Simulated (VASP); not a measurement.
# Pt (Im-3m) in VASP: single point with r2SCAN

Aim: the single point of Pt with r2SCAN.

Program: VASP 6.6.1. These are calculated values, not measurements. Logs are shortened: lines on timing, memory, paths and dates and some standing lists are left out, and cuts for length are marked.

**1. The cell of the first run**

It takes space group Im-3m (No. 229, cubic). Conventional cell: a = 3.119 Å, b = 3.119 Å, c = 3.119 Å, α = 90.00°, β = 90.00°, γ = 90.00°. Within 3.6 Å of Pt (site symmetry m-3m) lie 14 Pt at 2.70 to 3.12 Å.

**2. Single point, r2SCAN**

File POSCAR:

```
Pt
1.0
   -1.5592940913      1.5592940913      1.5592940913
    1.5592940913     -1.5592940913      1.5592940913
    1.5592940913      1.5592940913     -1.5592940913
Pt
1
Direct
    0.0000000000      0.0000000000      0.0000000000
```

File INCAR.step1:

```
ALGO = Normal ; EDIFF = 1E-4
ENCUT = 520 ; GGA = PE
ISMEAR = 0 ; LASPH = True
LCHARG = False ; LREAL = False
LWAVE = True ; NBANDS = 11
NELM = 80 ; PREC = Accurate
SIGMA = 0.05
```

File INCAR.step2:

```
ALGO = Normal ; EDIFF = 1E-6
ENCUT = 520 ; ISIF = 2
ISMEAR = 0 ; ISTART = 1
LASPH = True ; LCHARG = False
LMIXTAU = True ; LREAL = False
LWAVE = False ; METAGGA = R2SCAN
NBANDS = 11 ; NELM = 80
PREC = Accurate ; SIGMA = 0.05
```

File KPOINTS:

```
k-points
0
Gamma
  18 18 18
```

Potentials or basis: VASP PAW PBE potentials, release 64 (Pt).

Command:

```sh
$ cat potpaw_PBE.64/Pt/POTCAR > POTCAR
$ cp INCAR.step1 INCAR
$ mpirun -np 1 vasp_std > vasp.out
$ cp INCAR.step2 INCAR
$ mpirun -np 1 vasp_std > vasp.out
```

OUTCAR:

```text
EDIFF = 1E-6
   ENCUT = 520
   ISIF = 2
   ISMEAR = 0
   ISTART = 1
   LASPH = True
   LREAL = False
   METAGGA = R2SCAN
   NELM = 80
   PREC = Accurate

 ion  position               nearest neighbor table
   1  0.000  0.000  0.000-

  LATTYP: Found a body centered cubic cell.
 ALAT       =     3.1185881826

  Lattice vectors:

 A1 = (  -1.5592940913,   1.5592940913,   1.5592940913)
 A2 = (   1.5592940913,  -1.5592940913,   1.5592940913)
 A3 = (   1.5592940913,   1.5592940913,  -1.5592940913)

Analysis of symmetry for initial positions (statically):
=====================================================================
 Subroutine PRICEL returns:
 Original cell was already a primitive cell.

 Routine SETGRP: Setting up the symmetry group for a
 body centered cubic supercell.

 Subroutine GETGRP returns: Found 48 space group operations
 (whereof 48 operations were pure point group operations)
 out of a pool of 48 trial point group operations.

The static configuration has the point symmetry O_h .

Analysis of symmetry for dynamics (positions and initial velocities):
=====================================================================
 Subroutine PRICEL returns:
 Original cell was already a primitive cell.

 Routine SETGRP: Setting up the symmetry group for a
 body centered cubic supercell.

 Subroutine GETGRP returns: Found 48 space group operations
 (whereof 48 operations were pure point group operations)
 out of a pool of 48 trial point group operations.

The dynamic configuration has the point symmetry O_h .

 Subroutine INISYM returns: Found 48 space group operations
 (whereof 48 operations are pure point group operations),
 and found     1 'primitive' translations

----------------------------------------------------------------------------------------

                                     Primitive cell

  volume of cell :      15.1651

  direct lattice vectors                    reciprocal lattice vectors
    -1.559294091  1.559294091  1.559294091     0.000000000  0.320657920  0.320657920
     1.559294091 -1.559294091  1.559294091     0.320657920  0.000000000  0.320657920
     1.559294091  1.559294091 -1.559294091     0.320657920  0.320657920  0.000000000

  length of vectors
     2.700776590  2.700776590  2.700776590     0.453478779  0.453478779  0.453478779

  position of ions in fractional coordinates (direct lattice)
     0.000000000  0.000000000  0.000000000

  ion indices of the primitive-cell ions
   primitive index   ion index
                 1           1

----------------------------------------------------------------------------------------

 KPOINTS: k-points

Automatic generation of k-mesh.
 Grid dimensions read from file:
 generate k-points for:   18   18   18

 Generating k-lattice:

  Cartesian coordinates                     Fractional coordinates (reciprocal lattice)
     0.000000000  0.017814329  0.017814329     0.055555556  0.000000000  0.000000000
     0.017814329  0.000000000  0.017814329     0.000000000  0.055555556  0.000000000
     0.017814329  0.017814329  0.000000000     0.000000000  0.000000000  0.055555556

  Length of vectors
     0.025193266  0.025193266  0.025193266

  Shift w.r.t. Gamma in fractional coordinates (k-lattice)
     0.000000000  0.000000000  0.000000000

 Subroutine IBZKPT returns following result:
 ===========================================

 Found    195 irreducible k-points:

 Following reciprocal coordinates:
            Coordinates               Weight
  0.000000  0.000000  0.000000      1.000000
  0.055556  0.000000  0.000000     12.000000
  0.111111  0.000000  0.000000     12.000000
  0.166667  0.000000  0.000000     12.000000
  0.222222  0.000000  0.000000     12.000000
  0.277778  0.000000  0.000000     12.000000
[... 16 lines left out ...]
  0.333333  0.111111 -0.000000     48.000000
  0.388889  0.111111  0.000000     48.000000
 [... further k-points ...]
   k-points           NKPTS =    195   k-points in BZ     NKDIM =    195   number of bands    NBANDS=     11
   number of dos      NEDOS =    301   number of ions     NIONS =      1
   total plane-waves  NPLWV =   8000
   dimension x,y,z NGX =    20 NGY =   20 NGZ =   20
   dimension x,y,z NGXF=    40 NGYF=   40 NGZF=   40
   ions per type =               1
   NGX,Y,Z   is equivalent  to a cutoff of  12.31, 12.31, 12.31 a.u.
   NGXF,Y,Z  is equivalent  to a cutoff of  24.62, 24.62, 24.62 a.u.
 SYSTEM =  unknown system
   PREC   = accura    normal or accurate (medium, high low for compatibility)
   ISTART =      1    job   : 0-new  1-cont  2-samecut
   ICHARG =      0    charge: 1-file 2-atom 10-const
   ISPIN  =      1    spin polarized calculation?
   LNONCOLLINEAR =      F non collinear calculations
   LSORBIT =      F    spin-orbit coupling
   LASPH  =      T    aspherical Exc in radial PAW
   ENCUT  =  520.0 eV  38.22 Ry    6.18 a.u.   5.02  5.02  5.02*2*pi/ulx,y,z
   NELM   =     80;   NELMIN=  2; NELMDL=  0     # of ELM steps
   EDIFF  = 0.1E-05   stopping-criterion for ELM
   LREAL  =      F    real-space projection
   EDIFFG = 0.1E-04   stopping-criterion for IOM
   NSW    =      0    number of steps for IOM
   IBRION =     -1    ionic relax: 0-MD 1-quasi-New 2-CG
   NFREE  =      0    steps in history (QN), initial steepest desc. (CG)
   ISIF   =      2    stress and relaxation
   ISYM   =      2    0-nonsym 1-usesym 2-fastsym
   POTIM  = 0.5000    time-step for ionic-motion
   TEBEG  =    0.0;   TEEND  =   0.0 temperature during run
   PSTRESS=    0.0 pullay stress
   NELECT =      10.0000    total number of electrons
   NUPDOWN=      -1.0000    fix difference up-down
   EMIN   =  10.00;   EMAX   =-10.00  energy-range for DOS
   EFERMI =   0.00;   METHOD = LEGACY
   ISMEAR =     0;   SIGMA  =   0.05  broadening in eV -4-tet -1-fermi 0-gaus
   EFERMI_NEDOS =   21; number of points for ismear=-14 and -15
   IALGO  =     38    algorithm
   IMIX   =      4    mixing-type and parameters
     AMIX     =   0.40;   BMIX     =  1.00
     AMIX_MAG =   1.60;   BMIX_MAG =  1.00
  volume/ion in A,a.u.               =      15.17       102.34
  Fermi-wavevector in a.u.,A,eV,Ry     =   1.424930  2.692727 27.625608  2.030425
  Thomas-Fermi vector in A             =   2.545368
   LORBIT       =      0    0 simple, 1 ext, 2 COOP (PROOUT), +10 PAW based schemes
   METAGGA = R2SCAN    functional components
   LHFCALC =     F    Hartree Fock is set to
   AEXX    =    0.0000 exact exchange contribution
   IVDW    =     0    specifies the selected vdW correction
   LEPSILON=     F    determine dielectric tensor
   LRPA    =     F    only Hartree local field effects (RPA)
 non-spin polarized calculation
 Gauss-broadening in eV      SIGMA  =   0.05
  energy-cutoff  :      520.00
  volume of cell :       15.17
 maximum number of plane-waves:       420
   NGX =  9   NGY =  9   NGZ =  9

 number of electron       9.9999998 magnetization

 Free energy of the ion-electron system (eV)
  ---------------------------------------------------
  ext. energy  EPLUGINS =         0.00000000
  ---------------------------------------------------
  free energy    TOTEN  =       -51.40784258 eV

  energy without entropy =      -51.40715969  energy(sigma->0) =      -51.40750113

 E-fermi :  10.7384     XC(G=0): -14.5693

 val. band max:       10.7214642322   @ k =  -0.2778   0.2778   0.2222
 cond. band min:      10.7490303352   @ k =  -0.3889   0.5000   0.0556
 fundamental gap:      0.0275661030
 Fermi energy:        10.7383835974

 k-point     1 :       0.0000    0.0000    0.0000
  band No.  band energies     occupation
      1       0.5157      2.00000
      2       6.8560      2.00000
      3       6.8560      2.00000
      4       6.8560      2.00000
      5       9.5147      2.00000
      6       9.5147      2.00000
      7      28.7763      0.00000
      8      28.7763      0.00000
      9      28.7763      0.00000
     10      39.7309      0.00000
     11      39.7309      0.00000

 k-point     2 :       0.0556    0.0000    0.0000
  band No.  band energies     occupation
      1       0.6523      2.00000
      2       6.8012      2.00000
      3       6.8564      2.00000
      4       6.9672      2.00000
      5       9.4430      2.00000
      6       9.5180      2.00000
      7      28.8450      0.00000
      8      28.9015      0.00000
      9      28.9784      0.00000
     10      37.7458      0.00000
     11      38.3503      0.00000

 k-point     3 :       0.1111    0.0000    0.0000
  band No.  band energies     occupation
      1       1.0502      2.00000
      2       6.6467      2.00000
      3       6.8493      2.00000
      4       7.2960      2.00000
      5       9.2720      2.00000
      6       9.5299      2.00000
      7      28.9625      0.00000
      8      29.1105      0.00000
      9      29.5704      0.00000
     10      35.9808      0.00000
     11      36.4143      0.00000

 k-point     4 :       0.1667    0.0000    0.0000
  band No.  band energies     occupation
      1       1.6664      2.00000
      2       6.4187      2.00000
      3       6.8265      2.00000
      4       7.8267      2.00000
      5       9.1070      2.00000
      6       9.5548      2.00000
      7      28.8154      0.00000
      8      28.8448      0.00000
      9      30.5113      0.00000
     10      34.9524      0.00000
     11      34.9907      0.00000

 k-point     5 :       0.2222    0.0000    0.0000
  band No.  band energies     occupation
      1       2.4032      2.00000
      2       6.1519      2.00000
      3       6.8424      2.00000
      4       8.5303      2.00000
      5       9.0437      2.00000
      6       9.5966      2.00000
      7      27.3776      0.00000
      8      28.2187      0.00000
      9      31.7377      0.00000
     10      34.6733      0.00000
     11      35.0813      0.00000
[... 211 lines left out ...]
 k-point    21 :       0.2222    0.1111    0.0000
  band No.  band energies     occupation
      1       3.4250      2.00000
      2       5.9536      2.00000
      3       6.6111      2.00000
      4       8.9281      2.00000
      5       9.7544      2.00000
      6      10.0209      2.00000
      7      25.0729      0.00000
      8      27.1967      0.00000
      9      30.3519      0.00000
     10      32.3349      0.00000
     11      36.5395      0.00000

 k-point    22 :       0.2778    0.1111   -0.0000
  band No.  band energies     occupation
      1       3.8131      2.00000
      2       5.7213      2.00000
      3       7.1267      2.00000
      4       9.0857      2.00000
      5       9.8586      2.00000
      6      11.0313      0.00000
      7      22.6523      0.00000
      8      26.2416      0.00000
      9      29.0995      0.00000
     10      33.5919      0.00000
     11      37.4210      0.00000

 k-point    23 :       0.3333    0.1111   -0.0000
  band No.  band energies     occupation
      1       3.8991      2.00000
      2       5.5450      2.00000
      3       7.9163      2.00000
      4       9.2737      2.00000
      5      10.0086      2.00000
      6      12.1016      0.00000
      7      20.3326      0.00000
      8      25.4462      0.00000
      9      27.9670      0.00000
     10      34.8075      0.00000
     11      37.2062      0.00000

 k-point    24 :       0.3889    0.1111    0.0000
  band No.  band energies     occupation
      1       3.8685      2.00000
      2       5.4357      2.00000
      3       8.5735      2.00000
      4       9.3319      2.00000
      5      10.3409      2.00000
      6      13.1085      0.00000
      7      18.3926      0.00000
      8      24.9123      0.00000
      9      27.1640      0.00000
     10      35.6860      0.00000
     11      36.7285      0.00000

 [... further k-points ...]
[... 5 lines left out ...]
  --------------------------------------------------------------------------------------
  -------------------------------------------------------------------------------------
  Total        0.5736439      0.5736439      0.5736439      0.0000000      0.0000000     -0.0000000
  in kB       60.6050605     60.6050605     60.6050605      0.0000000      0.0000000     -0.0000000
  external PRESSURE =      60.6050605 kB  Pullay stress =       0.0000000 kB

 VOLUME and BASIS-vectors are now :
 -----------------------------------------------------------------------------
  energy-cutoff  :      520.00
  volume of cell :       15.17
      direct lattice vectors                 reciprocal lattice vectors
    -1.559294091  1.559294091  1.559294091     0.000000000  0.320657920  0.320657920
     1.559294091 -1.559294091  1.559294091     0.320657920  0.000000000  0.320657920
     1.559294091  1.559294091 -1.559294091     0.320657920  0.320657920  0.000000000

 POSITION                                       TOTAL-FORCE (eV/Angst)
 -----------------------------------------------------------------------------------
      0.00000      0.00000      0.00000        -0.000000      0.000000      0.000000
 -----------------------------------------------------------------------------------
    total drift:                               -0.000000     -0.000000      0.000000

  FREE ENERGIE OF THE ION-ELECTRON SYSTEM (eV)
  ---------------------------------------------------
  free  energy   TOTEN  =       -51.4078425754 eV

  energy  without entropy=      -51.4071596910  energy(sigma->0) =      -51.40750113
```

It took 2.5 min on 1 thread of AMD EPYC 7R43 (Zen 3), shared host; peak memory 0.12 GiB.

Results:

* Free energy: -51.4078 eV
* Pressure: 6.1 GPa
* Band gap on the k mesh: zero (band 5 reaches 11.87 eV, above the bottom of band 6 at 9.38 eV)

Caveat: the PAW data sets were made with another functional, which shifts forces and pressure a little; spin-orbit coupling is left out, which moves the levels of the heavy elements.
